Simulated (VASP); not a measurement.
Crystal: CaB2.

```
Ca B
1.0
    -1.74460    1.74460    6.06594
     1.74460   -1.74460    6.06594
     1.74460    1.74460   -6.06594
Ca B
2 4
Direct
  0.00000 0.00000 0.00000
  0.75000 0.25000 0.50000
  0.41650 0.41650 0.00000
  0.16650 0.66650 0.50000
  0.33350 0.83350 0.50000
  0.58350 0.58350 0.00000
```

- Program: VASP 6.6.1
- Task: relaxation of cell and atoms
- Functional: PBE
- Potentials or basis: VASP PAW PBE potentials, release 64 (Ca_sv, B)
- Cutoff: 600 eV
- k mesh: 8 × 8 × 8
- Occupations: gaussian, width 0.1 eV
- Spin: no spin polarisation

At the start: pressure -1.0 GPa; volume 12.31 Å³/atom.

Problem. How do energy, volume and symmetry change on relaxing?

Solution. Over 7 steps the energy falls by 22.8 meV/atom; space group I4_1/amd (No. 141, to 0.1 Å) before and after.

Step by step:
```csv
step,energy change (eV),largest force (eV/Å),pressure (GPa),volume (Å³)
1,0.0000,0.4608,-1.01,73.85
2,-0.0986,0.3961,0.92,72.96
3,-0.1046,0.2309,0.50,73.14
4,-0.1166,0.2019,0.02,73.48
5,-0.1338,0.0996,-0.99,74.46
6,-0.1351,0.0568,0.97,73.43
7,-0.1371,0.0130,0.10,73.88
```

Final structure:
```yaml
crystal:
  lattice:
    - [-1.78855, 1.78855, 5.77381]
    - [1.78855, -1.78855, 5.77381]
    - [1.78855, 1.78855, -5.77381]
  atoms:
    - { symbol: Ca, position: [0.00000, 0.00000, 0.00000] }
    - { symbol: Ca, position: [0.75000, 0.25000, 0.50000] }
    - { symbol: B, position: [0.41886, 0.41886, 0.00000] }
    - { symbol: B, position: [0.16886, 0.66886, 0.50000] }
    - { symbol: B, position: [0.33114, 0.83114, 0.50000] }
    - { symbol: B, position: [0.58114, 0.58114, 0.00000] }
```
